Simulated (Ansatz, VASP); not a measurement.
**Two plane-wave programs on BeSe4**

```xyz
5
Lattice="3.9881 -5.0129 0.0000 3.9881 5.0129 0.0000 0.0000 0.0000 3.5351" Properties=species:S:1:pos:R:3 pbc="T T T"
Be    0.0000    0.0000    0.0000
Se    3.9881   -1.1222    0.0000
Se    1.3012    0.0000    1.7675
Se    6.6750    0.0000    1.7675
Se    3.9881    1.1222    0.0000
```

Change from the starting cell: species swapped into the OsCl4 type (Cmmm, No. 65).

Alike in both runs: functional PBE; k mesh 6 × 6 × 10; occupations gaussian, width 0.1 eV; no spin polarisation.

Ansatz relaxed the structure, and its values are those at the end. VASP's run is a single point on that final structure, the one shown.

```csv
,VASP,Ansatz
version,VASP 6.6.1,Ansatz 0.2.0
potentials or method,"VASP PAW PBE potentials, release 64 (Be, Se), cutoff 520 eV","scalar-relativistic, plane waves, PAW"
valence electrons in the cell,26,66
```

Ansatz gave:

* gap on the k mesh at the Fermi level (eV): none
* pressure (GPa): 0.0
* rms of the force components (eV/Å): 0.001

Question: What did VASP give for the same quantities?

Answer: gap on the k mesh at the Fermi level (eV): none; pressure (GPa): 0.1; rms of the force components (eV/Å): 0.020.

A gap of «none» marks a metal or a gap that the smearing closes. The functional is the same, so the differences come from potentials, cutoffs and numerics. VASP's potentials hold 26 valence electrons a cell and Ansatz's 66, so a difference there can come from the potentials and not from the codes.
